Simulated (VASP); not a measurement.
Al2BP3: single point with PBE

Crystal: Al2BP3.

```
Al B P
1.0
    -1.80051    1.80051    7.63894
     1.80051   -1.80051    7.63894
     1.80051    1.80051   -7.63894
Al B P
2 1 3
Direct
  0.66667 0.66667 0.00000
  0.33333 0.33333 0.00000
  0.00000 0.00000 0.00000
  0.58333 0.08333 0.50000
  0.25000 0.75000 0.50000
  0.91667 0.41667 0.50000
```

* Program: VASP 6.6.1
* Task: single point
* Functional: PBE
* Potentials or basis: VASP PAW PBE potentials, release 64 (Al, B, P)
* Cutoff: 520 eV
* k mesh: 6 × 6 × 6
* Occupations: gaussian, width 0.1 eV
* Spin: no spin polarisation
* Dipole correction: no
* Further INCAR settings: ALGO = Normal; EDIFF = 1e-07; NBANDS = 21

```yaml
Pressure: 12.1 GPa
Largest_force: 4.075 eV/Å
Band_gap_on_the_k_mesh: 1.19 eV, indirect (least direct gap 1.36 eV)
```

Forces in eV/Å, atoms in the order of the input:
```
Al   0.000  0.000 -0.266
Al   0.000  0.000  0.266
B    0.000  0.000  0.000
P    0.000  0.000 -4.075
P    0.000  0.000  0.000
P    0.000  0.000  4.075
```

Stress tensor (GPa, compression positive):
```
12.52  0.00  0.00
 0.00 12.52  0.00
 0.00  0.00 11.34
```

Levels at points of the mesh, in eV from the valence-band top:
| k point | band 10 | band 11 | band 12 | band 13 | band 14 | band 15 |
| --- | --- | --- | --- | --- | --- | --- |
| (0.00, 0.00, 0.00) | -0.21 | 0.00 | 0.00 | 1.36 | 2.07 | 2.75 |
| (0.50, 0.00, 0.00) | -1.22 | -1.13 | -0.91 | 2.45 | 3.73 | 3.88 |
| (0.50, 0.50, 0.00) | -3.52 | -2.81 | -2.78 | 1.19 | 1.75 | 3.20 |
| (0.50, 0.50, 0.50) | -1.36 | -0.80 | -0.80 | 1.44 | 1.80 | 2.61 |

Wall time 94 s on 1 thread of Intel(R) Xeon(R) 6975P-C (Granite Rapids), on a shared host, peak memory 0.48 GiB.

Caveat: forces of over 1 eV/Å act on the atoms, so gaps and moduli don't describe the material at rest. As with any semilocal functional, this PBE gap is likely too small.
